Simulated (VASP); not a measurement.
Runs of VASP 6.6.1 on ZrC. The structure is that of space group Fm-3m (No. 225), or close to it. The cells are those of the table. 

```csv
cell,gap on the mesh (eV),pressure (GPa)
"a = 3.408 Å, angles 60.0°, 2 atoms",none,-18.3
"a = 3.164 Å, angles 60.0°, 2 atoms",none,(c)
"a = 3.366 Å, angles 60.0°, 2 atoms",none,-11.9
"a = 3.268 Å, angles 60.0°, 2 atoms",none,8.0
"a = 3.302 Å, angles 60.0°, 2 atoms",none,(a)
"a = 3.199 Å, angles 60.0°, 2 atoms",none,27.3
"a = 3.234 Å, angles 60.0°, 2 atoms",none,16.9
"a = 3.334 Å, angles 60.0°, 2 atoms",none,(b)
```

Alike in all rows: task single point; level PBEsol; potentials or basis VASP PAW PBE potentials, release 64 (Zr_sv, C); no spin polarisation; k mesh 16 × 16 × 16; cutoff (eV) 520; smearing gaussian 0.1 eV.

Task: Fill in the values left out.

Result: (a) 0.3; (b) -6.3; (c) 39.4.

Caveats: the PAW data sets were made with another functional, which shifts forces and pressure a little; the cell stands under pressure (at least some runs); the cell stands under tension (at least some runs).

A k mesh can miss the band edges, and the runs leave out spin-orbit coupling on Zr.

A gap of «none» marks levels without a gap at the run's occupations.
